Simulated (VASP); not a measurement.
# Ta: single point with PBE

Ta:

```xyz
1
Lattice="-1.6595 1.6595 1.6595 1.6595 -1.6595 1.6595 1.6595 1.6595 -1.6595" Properties=species:S:1:pos:R:3 pbc="T T T"
Ta    0.0000    0.0000    0.0000
```

```yaml
Program: VASP 6.6.1
Task: single point
Functional: PBE
Potentials_or_basis: VASP PAW PBE potentials, release 64 (Ta_pv)
Cutoff: 520 eV
k_mesh: 18 × 18 × 18
Occupations: gaussian, width 0.1 eV
Spin: no spin polarisation
```

```
Pressure : 0.1 GPa
```

Levels at points of the mesh, in eV from the Fermi level:
```
           k point  band 2  band 3  band 4  band 5  band 6  band 7  band 8  band 9
(0.00, 0.00, 0.00)  -33.14  -33.14   -7.87    0.72    0.72    0.72    3.95    3.95
(0.50, 0.00, 0.00)  -33.50  -33.15   -4.32   -1.51    1.51    3.82    4.83    7.64
(0.50, 0.50, 0.50)  -33.92  -33.92   -3.72   -3.72    6.71    6.71    6.71    8.51
```

It took 31 s on 1 thread of AMD EPYC 7R13, with other jobs on the host, peak memory 0.17 GiB.

Caveat: spin-orbit coupling is left out, which moves the levels of the heavy elements.
